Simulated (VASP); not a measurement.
Write the native input for VASP 6.6.1 that does the following.

```
Task                   : single point
Functional             : r2SCAN
Potentials or basis    : VASP PAW PBE potentials, release 64 (Ba_sv, Ti_sv, O)
Cutoff                 : 660 eV
k mesh                 : 5 × 5 × 5
Occupations            : fermi-dirac, width 0.1 eV
Spin                   : no spin polarisation
Dipole correction      : no
Further INCAR settings : ALGO = Normal; EDIFF = 1e-06; NBANDS = 28
```

The system is BaTiO3.

```
Ba Ti O
1.0
     3.96796    0.00000    0.00000
     0.00000    3.96796    0.00000
     0.00000    0.00000    3.98602
Ba Ti O
1 1 3
Direct
  0.00000 0.00000 0.00000
  0.50000 0.50000 0.48200
  0.50000 0.50000 0.01600
  0.50000 0.00000 0.51500
  0.00000 0.50000 0.51500
```

One way to write it, as run:

POSCAR

```
BaTiO3
1.0
    3.9679641900      0.0000000000      0.0000000000
    0.0000000000      3.9679641900      0.0000000000
    0.0000000000      0.0000000000      3.9860193300
Ba Ti O
1 1 3
Direct
    0.0000000000      0.0000000000      0.0000000000
    0.5000000000      0.5000000000      0.4820000000
    0.5000000000      0.5000000000      0.0160000000
    0.5000000000      0.0000000000      0.5150000000
    0.0000000000      0.5000000000      0.5150000000
```

INCAR.step1

```
SYSTEM = BaTiO3
PREC = Accurate
ENCUT = 660
ISMEAR = -1
SIGMA = 0.1
LREAL = .False.
LASPH = .True.
NELM = 120
NBANDS = 28
GGA = PE
ALGO = Normal
EDIFF = 1E-5
LWAVE = .True.
LCHARG = .False.
GGA_COMPAT = .False.
```

INCAR.step2

```
SYSTEM = BaTiO3
PREC = Accurate
ENCUT = 660
EDIFF = 1E-6
ISMEAR = -1
SIGMA = 0.1
LREAL = .False.
LASPH = .True.
NELM = 120
ALGO = Normal
ISIF = 2
LWAVE = .False.
LCHARG = .False.
METAGGA = R2SCAN
LMIXTAU = .True.
NBANDS = 28
ISTART = 1
GGA_COMPAT = .False.
```

KPOINTS

```
regular mesh
0
Gamma
  5 5 5
  0 0 0
```

Potentials or basis: VASP PAW PBE potentials, release 64 (Ba_sv, Ti_sv, O).

The run is started by

```sh
$ cat potpaw_PBE.64/Ba_sv/POTCAR potpaw_PBE.64/Ti_sv/POTCAR potpaw_PBE.64/O/POTCAR > POTCAR
$ cp INCAR.step1 INCAR
$ mpirun -np 1 vasp_std > vasp.out
$ cp INCAR.step2 INCAR
$ mpirun -np 1 vasp_std > vasp.out
```

It gave:

```json
{
 "Pressure": "5.9 GPa",
 "Largest force": "0.254 eV/Å",
 "Band gap on the k mesh": "2.40 eV (least direct gap 2.55 eV)"
}
```

Caveat: the cell stands under pressure; the PAW data sets were made with another functional, which shifts forces and pressure a little; spin-orbit coupling is left out, which moves the levels of the heavy elements; an odd mesh through Γ misses points on the zone boundary, where band edges can lie.

Run time: 2.2 min on 1 thread of Intel(R) Xeon(R) Platinum 8259CL CPU @ 2.50GHz (Skylake/Cascade Lake), on a shared host, peak memory 0.23 GiB.
